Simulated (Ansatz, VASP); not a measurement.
## SrO in VASP and in Ansatz

```
CELL_PARAMETERS angstrom
0.00000 2.53234 2.53234
2.53234 0.00000 2.53234
2.53234 2.53234 0.00000
ATOMIC_POSITIONS crystal
Sr 0.00000 0.00000 0.00000
O 0.50000 0.50000 0.50000
```

Alike in both runs: task relaxation of cell and atoms; functional LDA; k mesh 8 × 8 × 8; no spin polarisation.

|  | VASP | Ansatz |
| --- | --- | --- |
| version | VASP 6.6.1 | Ansatz 0.2.0 |
| potentials or method | VASP PAW LDA potentials, release 64 (Sr_sv, O), cutoff 600 eV | scalar-relativistic, plane waves, PAW |
| occupations | gaussian, width 0.01 eV | fixed |
| valence electrons in the cell | 16 | 16 |

Ansatz gave:

| Quantity | Value |
| --- | --- |
| gap on the k mesh at the Fermi level, each at its own relaxed structure (eV) | 3.12 |
| relaxed volume (Å³/atom) | 16.24 |
| relaxed cell length with the largest relative difference (Å) | 3.581 |

Task: Which values does VASP return?

Result: gap on the k mesh at the Fermi level, each at its own relaxed structure (eV): 3.07; relaxed volume (Å³/atom): 16.35; relaxed cell length with the largest relative difference (Å): 3.589.

Ansatz warns that its potentials were made for another functional, while VASP's fit it. LDA's correlation is that of Perdew and Zunger in VASP and of Perdew and Wang (1992) in Ansatz.
